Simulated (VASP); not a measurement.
# SnSe2 (P-3m1) in VASP: a series of runs

Runs on SnSe2. Level: PBE. Tasks: single point.

All numbers are computed with VASP 6.6.1; they aren't measurements. Logs are shortened: lines on timing, memory, paths and dates and some standing lists are left out, and cuts for length are marked.

## (1) The cell of the first run

Symmetry: P-3m1, No. 164, trigonal system. Conventional cell: a = 3.872 Å, b = 3.872 Å, c = 7.111 Å, α = 90.00°, β = 90.00°, γ = 120.00°. Sn (site symmetry -3m) has 6 Se at 2.75 Å within 3.6 Å. Se (site symmetry 3m) has 3 Sn at 2.75 Å within 3.6 Å.

## (2) Single point, PBE (strain along c alone, the other axes held: +2.0 %, then relaxed in part)

File INCAR:

```
SYSTEM = SnSe2
ALGO     = Normal         ! electronic algorithm
EDIFF    = 1E-6           ! SCF threshold, eV
ENCUT    = 520            ! plane-wave cutoff, eV
GGA      = PE             ! functional
ISIF     = 2              ! what is computed and relaxed
ISMEAR   = 0              ! smearing method
LASPH    = .TRUE.         ! aspherical terms in the spheres
LCHARG   = .TRUE.         ! write CHGCAR
LELF     = .TRUE.         ! ELF
LREAL    = .FALSE.        ! projectors in reciprocal space
LVHAR    = .TRUE.       
LWAVE    = .FALSE.        ! write WAVECAR
NBANDS   = 20             ! bands
NELM     = 100            ! most SCF steps
PREC     = Accurate       ! precision mode
SIGMA    = 0.02           ! smearing width, eV
```

File KPOINTS:

```
k-points
0
G
  12 12 4
  0 0 0
```

File POSCAR:

```
SnSe2
1.0
    3.8716723131      0.0000000000      0.0000000000
   -1.9358361566      3.3529665783      0.0000000000
    0.0000000000      0.0000000000      7.1105230465
Sn Se
1 2
Direct
    0.0000000000      0.0000000000      0.0000000000
    0.6666666667      0.3333333333      0.7757191232
    0.3333333333      0.6666666667      0.2242808768
```

Potentials or basis: VASP PAW PBE potentials, release 64 (Sn_d, Se).

On the command line:

```bash
$ cat potpaw_PBE.64/Sn_d/POTCAR potpaw_PBE.64/Se/POTCAR > POTCAR
$ mpirun -np 1 vasp_std > vasp.out
```

OUTCAR:

```text
SYSTEM = SnSe2
   EDIFF = 1E-6
   ENCUT = 520
   GGA = PE
   ISIF = 2
   ISMEAR = 0
   LASPH = .TRUE.
   LREAL = .FALSE.
   NELM = 100
   PREC = Accurate

 ion  position               nearest neighbor table
   1  0.000  0.000  0.000-   2 2.75   3 2.75   2 2.75   3 2.75   2 2.75   3 2.75
   2  0.667  0.333  0.776-   1 2.75   1 2.75   1 2.75
   3  0.333  0.667  0.224-   1 2.75   1 2.75   1 2.75

  LATTYP: Found a hexagonal cell.
 ALAT       =     3.8716723131
 C/A-ratio  =     1.8365508420

  Lattice vectors:

 A1 = (   3.8716723131,   0.0000000000,   0.0000000000)
 A2 = (  -1.9358361566,   3.3529665783,   0.0000000000)
 A3 = (   0.0000000000,   0.0000000000,   7.1105230465)

Analysis of symmetry for initial positions (statically):
=====================================================================
 Subroutine PRICEL returns:
 Original cell was already a primitive cell.

 Routine SETGRP: Setting up the symmetry group for a
 hexagonal supercell.

 Subroutine GETGRP returns: Found 12 space group operations
 (whereof 12 operations were pure point group operations)
 out of a pool of 24 trial point group operations.

The static configuration has the point symmetry D_3d.

Analysis of symmetry for dynamics (positions and initial velocities):
=====================================================================
 Subroutine PRICEL returns:
 Original cell was already a primitive cell.

 Routine SETGRP: Setting up the symmetry group for a
 hexagonal supercell.

 Subroutine GETGRP returns: Found 12 space group operations
 (whereof 12 operations were pure point group operations)
 out of a pool of 24 trial point group operations.

The dynamic configuration has the point symmetry D_3d.

 Subroutine INISYM returns: Found 12 space group operations
 (whereof 12 operations are pure point group operations),
 and found     1 'primitive' translations

----------------------------------------------------------------------------------------

                                     Primitive cell

  volume of cell :      92.3059

  direct lattice vectors                    reciprocal lattice vectors
     3.871672313  0.000000000  0.000000000     0.258286322  0.149121677  0.000000000
[... 82 lines left out ...]
   ISPIN  =      1    spin polarized calculation?
   LNONCOLLINEAR =      F non collinear calculations
   LSORBIT =      F    spin-orbit coupling
   LASPH  =      T    aspherical Exc in radial PAW
   ENCUT  =  520.0 eV  38.22 Ry    6.18 a.u.   7.20  7.20 13.22*2*pi/ulx,y,z
   NELM   =    100;   NELMIN=  2; NELMDL= -5     # of ELM steps
   EDIFF  = 0.1E-05   stopping-criterion for ELM
   LREAL  =      F    real-space projection
   EDIFFG = 0.1E-04   stopping-criterion for IOM
   NSW    =      0    number of steps for IOM
   IBRION =     -1    ionic relax: 0-MD 1-quasi-New 2-CG
   NFREE  =      0    steps in history (QN), initial steepest desc. (CG)
   ISIF   =      2    stress and relaxation
   ISYM   =      2    0-nonsym 1-usesym 2-fastsym
   POTIM  = 0.5000    time-step for ionic-motion
   TEBEG  =    0.0;   TEEND  =   0.0 temperature during run
   PSTRESS=    0.0 pullay stress
   NELECT =      26.0000    total number of electrons
   NUPDOWN=      -1.0000    fix difference up-down
   EMIN   =  10.00;   EMAX   =-10.00  energy-range for DOS
   EFERMI =   0.00;   METHOD = LEGACY
   ISMEAR =     0;   SIGMA  =   0.02  broadening in eV -4-tet -1-fermi 0-gaus
   EFERMI_NEDOS =   21; number of points for ismear=-14 and -15
   IALGO  =     38    algorithm
   IMIX   =      4    mixing-type and parameters
     AMIX     =   0.40;   BMIX     =  1.00
     AMIX_MAG =   1.60;   BMIX_MAG =  1.00
  volume/ion in A,a.u.               =      30.77       207.64
  Fermi-wavevector in a.u.,A,eV,Ry     =   1.073139  2.027939 15.668854  1.151628
  Thomas-Fermi vector in A             =   2.208930
   LORBIT       =      0    0 simple, 1 ext, 2 COOP (PROOUT), +10 PAW based schemes
   GGA     = PE    functional components
   LHFCALC =     F    Hartree Fock is set to
   AEXX    =    0.0000 exact exchange contribution
   IVDW    =     0    specifies the selected vdW correction
   LEPSILON=     F    determine dielectric tensor
   LRPA    =     F    only Hartree local field effects (RPA)
 non-spin polarized calculation
 Gauss-broadening in eV      SIGMA  =   0.02
  energy-cutoff  :      520.00
  volume of cell :       92.31
 maximum number of plane-waves:      2512
 NGX is ok and might be reduce to    30
   NGX = 15   NGY = 15   NGZ = 27

 number of electron      25.9999996 magnetization

 Free energy of the ion-electron system (eV)
  ---------------------------------------------------
  ext. energy  EPLUGINS =         0.00000000
  ---------------------------------------------------
  free energy    TOTEN  =       -11.87445309 eV

  energy without entropy =      -11.87445309  energy(sigma->0) =      -11.87445309

 E-fermi :   2.5531     XC(G=0):  -8.4887

 val. band max:        2.3905460025   @ k =   0.1667  -0.0000   0.0000
 cond. band min:       3.0961667881   @ k =   0.5000   0.0000   0.5000
 fundamental gap:      0.7056207856
 Fermi energy:         2.5530702787

 k-point     1 :       0.0000    0.0000    0.0000
  band No.  band energies     occupation
      1     -18.7223      2.00000
      2     -18.7223      2.00000
      3     -18.6899      2.00000
      4     -18.6807      2.00000
      5     -18.6807      2.00000
      6     -10.9520      2.00000
[... 541 lines left out ...]
     19      10.4164      0.00000
     20      10.8760      0.00000

 [... further k-points ...]

------------------------ aborting loop because EDIFF is reached ----------------------------------------

  FORCE on cell =-STRESS in cart. coord.  units (eV):
  Direction    XX          YY          ZZ          XY          YZ          ZX
  --------------------------------------------------------------------------------------
  -------------------------------------------------------------------------------------
  Total        0.0132651      0.0132651      0.0191158     -0.0000000      0.0000000     -0.0000000
  in kB        0.2302460      0.2302460      0.3317985     -0.0000000      0.0000000     -0.0000000
  external PRESSURE =       0.2640968 kB  Pullay stress =       0.0000000 kB

 VOLUME and BASIS-vectors are now :
 -----------------------------------------------------------------------------
  energy-cutoff  :      520.00
  volume of cell :       92.31
      direct lattice vectors                 reciprocal lattice vectors
     3.871672313  0.000000000  0.000000000     0.258286322  0.149121677  0.000000000
    -1.935836157  3.352966578  0.000000000     0.000000000  0.298243355  0.000000000
     0.000000000  0.000000000  7.110523046     0.000000000  0.000000000  0.140636630

 POSITION                                       TOTAL-FORCE (eV/Angst)
 -----------------------------------------------------------------------------------
      0.00000      0.00000      0.00000         0.000000      0.000000      0.000000
      1.93584      1.11766      5.51577        -0.000000      0.000000     -0.012772
     -0.00000      2.23531      1.59475         0.000000     -0.000000      0.012772
 -----------------------------------------------------------------------------------
    total drift:                                0.000000     -0.000000     -0.000000

  FREE ENERGIE OF THE ION-ELECTRON SYSTEM (eV)
  ---------------------------------------------------
  free  energy   TOTEN  =       -11.8744530911 eV

  energy  without entropy=      -11.8744530911  energy(sigma->0) =      -11.87445309
```

OSZICAR:

```text
N       E                     dE             d eps       ncg     rms          rms(c)
DAV:   1     0.204035212022E+03    0.20404E+03   -0.11996E+04  2804   0.140E+03
DAV:   2     0.120341469824E+02   -0.19200E+03   -0.18479E+03  2992   0.366E+02
DAV:   3    -0.112737054567E+02   -0.23308E+02   -0.22810E+02  3404   0.114E+02
DAV:   4    -0.121255481571E+02   -0.85184E+00   -0.85034E+00  3328   0.232E+01
DAV:   5    -0.121474396054E+02   -0.21891E-01   -0.21890E-01  3832   0.380E+00    0.467E+00
DAV:   6    -0.118896724126E+02    0.25777E+00   -0.55297E-01  4164   0.738E+00    0.300E+00
DAV:   7    -0.118740530222E+02    0.15619E-01   -0.14926E-01  3140   0.235E+00    0.975E-01
DAV:   8    -0.118738509352E+02    0.20209E-03   -0.12479E-02  3488   0.101E+00    0.260E-01
DAV:   9    -0.118743934912E+02   -0.54256E-03   -0.14791E-03  3024   0.305E-01    0.823E-02
DAV:  10    -0.118744191824E+02   -0.25691E-04   -0.12440E-04  3500   0.775E-02    0.313E-02
DAV:  11    -0.118744533362E+02   -0.34154E-04   -0.50159E-05  2916   0.406E-02    0.103E-02
DAV:  12    -0.118744530911E+02    0.24506E-06   -0.35679E-06  3424   0.120E-02
   1 F= -.11874453E+02 E0= -.11874453E+02  d E =-.298876E-32
```

stdout:

```text
POSCAR found type information on POSCAR SnSe
 POSCAR found :  2 types and       3 ions
 scaLAPACK will be used
 LDA part: xc-table for (Slater+PW92), standard interpolation
 POSCAR, INCAR and KPOINTS ok, starting setup
 FFT: planning ... GRIDC
 FFT: planning ... GRID_SOFT
 FFT: planning ... GRID
 WAVECAR not read
 entering main loop
```

Run time: 3.3 min. Hardware: 1 thread of Intel Xeon 8259CL, shared host; peak memory 0.26 GiB.

What came out:

* Free energy: -11.8745 eV
* Pressure: 0.0 GPa
* Largest force: 0.013 eV/Å
* Band gap on the k mesh: 0.71 eV (least direct gap 1.07 eV)

Forces on the atoms (eV/Å):
```
Sn   0.000  0.000  0.000
Se   0.000  0.000 -0.013
Se   0.000  0.000  0.013
```

Caveat: the cell differs from its parent crystal (strain along c alone, the other axes held: +2.0 %, then relaxed in part); semilocal functionals underestimate gaps, and a narrow one can read as zero; spin-orbit coupling is left out, which moves the levels of the heavy elements; this functional lacks dispersion, which binds layers or chains, so the pressure and a relaxed spacing across them are unreliable.

## (3) Single point, PBE (strain along c alone, the other axes held: +4.0 %, then relaxed in part)

File INCAR:

```
SYSTEM = SnSe2
  ALGO = Normal
  EDIFF = 1E-6
  ENCUT = 520
  GGA = PE
  ISIF = 2
  ISMEAR = 0
  LASPH = .TRUE.
  LCHARG = .TRUE.
  LELF = .TRUE.
  LREAL = .FALSE.
  LVHAR = .TRUE.
  LWAVE = .FALSE.
  NBANDS = 20
  NELM = 80
  PREC = Accurate
  SIGMA = 0.02
```

KPOINTS is that of step 2.

File POSCAR:

```
SnSe2
1.0
    3.8716723131      0.0000000000      0.0000000000
   -1.9358361566      3.3529665783      0.0000000000
    0.0000000000      0.0000000000      7.2499450670
Sn Se
1 2
Direct
    0.0000000000      0.0000000000      0.0000000000
    0.6666666667      0.3333333333      0.7800221002
    0.3333333333      0.6666666667      0.2199778998
```

Potentials or basis: VASP PAW PBE potentials, release 64 (Sn_d, Se).

On the command line:

```bash
$ cat potpaw_PBE.64/Sn_d/POTCAR potpaw_PBE.64/Se/POTCAR > POTCAR
$ mpirun -np 1 vasp_std > vasp.out
```

OUTCAR:

```text
SYSTEM = SnSe2
   EDIFF = 1E-6
   ENCUT = 520
   GGA = PE
   ISIF = 2
   ISMEAR = 0
   LASPH = .TRUE.
   LREAL = .FALSE.
   NELM = 80
   PREC = Accurate

 ion  position               nearest neighbor table
   1  0.000  0.000  0.000-   2 2.75   3 2.75   2 2.75   3 2.75   2 2.75   3 2.75
   2  0.667  0.333  0.780-   1 2.75   1 2.75   1 2.75
   3  0.333  0.667  0.220-   1 2.75   1 2.75   1 2.75

  LATTYP: Found a hexagonal cell.
 ALAT       =     3.8716723131
 C/A-ratio  =     1.8725616428

  Lattice vectors:

 A1 = (   3.8716723131,   0.0000000000,   0.0000000000)
 A2 = (  -1.9358361566,   3.3529665783,   0.0000000000)
 A3 = (   0.0000000000,   0.0000000000,   7.2499450670)

Analysis of symmetry for initial positions (statically):
=====================================================================
 Subroutine PRICEL returns:
 Original cell was already a primitive cell.

 Routine SETGRP: Setting up the symmetry group for a
 hexagonal supercell.

 Subroutine GETGRP returns: Found 12 space group operations
 (whereof 12 operations were pure point group operations)
 out of a pool of 24 trial point group operations.

The static configuration has the point symmetry D_3d.

Analysis of symmetry for dynamics (positions and initial velocities):
=====================================================================
 Subroutine PRICEL returns:
 Original cell was already a primitive cell.

 Routine SETGRP: Setting up the symmetry group for a
 hexagonal supercell.

 Subroutine GETGRP returns: Found 12 space group operations
 (whereof 12 operations were pure point group operations)
 out of a pool of 24 trial point group operations.

The dynamic configuration has the point symmetry D_3d.

[... 113 lines left out ...]
   EMIN   =  10.00;   EMAX   =-10.00  energy-range for DOS
   EFERMI =   0.00;   METHOD = LEGACY
   ISMEAR =     0;   SIGMA  =   0.02  broadening in eV -4-tet -1-fermi 0-gaus
   EFERMI_NEDOS =   21; number of points for ismear=-14 and -15
   IALGO  =     38    algorithm
   IMIX   =      4    mixing-type and parameters
     AMIX     =   0.40;   BMIX     =  1.00
     AMIX_MAG =   1.60;   BMIX_MAG =  1.00
  volume/ion in A,a.u.               =      31.37       211.71
  Fermi-wavevector in a.u.,A,eV,Ry     =   1.066216  2.014856 15.467322  1.136816
  Thomas-Fermi vector in A             =   2.201793
   LORBIT       =      0    0 simple, 1 ext, 2 COOP (PROOUT), +10 PAW based schemes
   GGA     = PE    functional components
   LHFCALC =     F    Hartree Fock is set to
   AEXX    =    0.0000 exact exchange contribution
   IVDW    =     0    specifies the selected vdW correction
   LEPSILON=     F    determine dielectric tensor
   LRPA    =     F    only Hartree local field effects (RPA)
 non-spin polarized calculation
 Gauss-broadening in eV      SIGMA  =   0.02
  energy-cutoff  :      520.00
  volume of cell :       94.12
 maximum number of plane-waves:      2559
 NGX is ok and might be reduce to    30
   NGX = 15   NGY = 15   NGZ = 27

 number of electron      26.0000006 magnetization

 Free energy of the ion-electron system (eV)
  ---------------------------------------------------
  ext. energy  EPLUGINS =         0.00000000
  ---------------------------------------------------
  free energy    TOTEN  =       -11.87396496 eV

  energy without entropy =      -11.87396496  energy(sigma->0) =      -11.87396496

 E-fermi :   2.3568     XC(G=0):  -8.3716

 val. band max:        2.2253265563   @ k =   0.1667   0.0000   0.0000
 cond. band min:       2.9407415786   @ k =   0.5000   0.0000   0.5000
 fundamental gap:      0.7154150223
 Fermi energy:         2.3568237905

 k-point     1 :       0.0000    0.0000    0.0000
  band No.  band energies     occupation
      1     -18.8849      2.00000
      2     -18.8849      2.00000
      3     -18.8524      2.00000
      4     -18.8434      2.00000
      5     -18.8434      2.00000
      6     -11.1086      2.00000
[... 541 lines left out ...]
     19      10.1713      0.00000
     20      10.7215      0.00000

 [... further k-points ...]

------------------------ aborting loop because EDIFF is reached ----------------------------------------

  FORCE on cell =-STRESS in cart. coord.  units (eV):
  Direction    XX          YY          ZZ          XY          YZ          ZX
  --------------------------------------------------------------------------------------
  -------------------------------------------------------------------------------------
  Total        0.0002946      0.0002946      0.0011396     -0.0000000      0.0000000      0.0000000
  in kB        0.0050151      0.0050151      0.0194002     -0.0000000      0.0000000      0.0000000
  external PRESSURE =       0.0098101 kB  Pullay stress =       0.0000000 kB

 VOLUME and BASIS-vectors are now :
 -----------------------------------------------------------------------------
  energy-cutoff  :      520.00
  volume of cell :       94.12
      direct lattice vectors                 reciprocal lattice vectors
     3.871672313  0.000000000  0.000000000     0.258286322  0.149121677  0.000000000
    -1.935836157  3.352966578  0.000000000     0.000000000  0.298243355  0.000000000
     0.000000000  0.000000000  7.249945067     0.000000000  0.000000000  0.137932080

 POSITION                                       TOTAL-FORCE (eV/Angst)
 -----------------------------------------------------------------------------------
      0.00000      0.00000      0.00000        -0.000000      0.000000      0.000000
      1.93584      1.11766      5.65512        -0.000000      0.000000     -0.012499
     -0.00000      2.23531      1.59483         0.000000     -0.000000      0.012499
 -----------------------------------------------------------------------------------
    total drift:                                0.000000     -0.000000     -0.000000

  FREE ENERGIE OF THE ION-ELECTRON SYSTEM (eV)
  ---------------------------------------------------
  free  energy   TOTEN  =       -11.8739649643 eV

  energy  without entropy=      -11.8739649643  energy(sigma->0) =      -11.87396496
```

stdout:

```text
POSCAR found type information on POSCAR SnSe
 POSCAR found :  2 types and       3 ions
 scaLAPACK will be used
 LDA part: xc-table for (Slater+PW92), standard interpolation
 POSCAR, INCAR and KPOINTS ok, starting setup
 FFT: planning ... GRIDC
 FFT: planning ... GRID_SOFT
 FFT: planning ... GRID
 WAVECAR not read
 entering main loop
```

Run time: 3.6 min. Hardware: 1 thread of Intel Xeon 8259CL, shared host; peak memory 0.26 GiB.

What came out:

```
Free energy            : -11.8740 eV
Pressure               : 0.0 GPa
Largest force          : 0.012 eV/Å
Band gap on the k mesh : 0.72 eV (least direct gap 1.07 eV)
```

Forces in eV/Å, atoms in the order of the input:
```
Sn   0.000  0.000  0.000
Se   0.000  0.000 -0.012
Se   0.000  0.000  0.012
```

Caveat: the cell differs from its parent crystal (strain along c alone, the other axes held: +4.0 %, then relaxed in part); semilocal functionals underestimate gaps, and a narrow one can read as zero; spin-orbit coupling is left out, which moves the levels of the heavy elements; this functional lacks dispersion, which binds layers or chains, so the pressure and a relaxed spacing across them are unreliable. A k mesh can miss the band edges.

[end of part 1 of 2]
